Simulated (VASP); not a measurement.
Input of a VASP 6.6.1 run:

Contents of INCAR:

```
SYSTEM = Cl
  PREC = Accurate
  ENCUT = 520
  EDIFF = 1E-7
  ISMEAR = 0
  SIGMA = 0.02
  LREAL = .FALSE.
  LASPH = .TRUE.
  NELM = 60
  ALGO = Normal
  ISIF = 2
  LWAVE = .FALSE.
  LCHARG = .FALSE.
  GGA = PE
  IVDW = 12
  NBANDS = 22
```

File KPOINTS:

```
Automatic mesh
0
G
  8 8 4
  0 0 0
```

File POSCAR:

```
Cl
1.0
    3.4705910562     -2.0930367579      0.0000000000
    3.4705910562      2.0930367579      0.0000000000
    0.0000000000      0.0000000000      8.2137265051
Cl
4
Direct
    0.8806826896      0.1193173104      0.1074886220
    0.6193173104      0.3806826896      0.6074886220
    0.1193173104      0.8806826896      0.8925113780
    0.3806826896      0.6193173104      0.3925113780
```

Potentials or basis: VASP PAW PBE potentials, release 64 (Cl).

Command:

```sh
$ cat potpaw_PBE.64/Cl/POTCAR > POTCAR
$ mpirun -np 1 vasp_std > vasp.out
```

Task: Predict the pressure.

Result: -0.8 GPa.

Task: What does it give for the dispersion energy per atom?

Result: -0.144 eV.

Task: Estimate the band gap on the k mesh.

Result: 2.29 eV.

Task: Predict the largest force.

Result: 0.168 eV/Å.

Stress tensor (GPa, compression positive):
```
-0.54  0.00  0.00
 0.00 -0.74  0.00
 0.00  0.00 -1.19
```

A k mesh can miss the band edges.
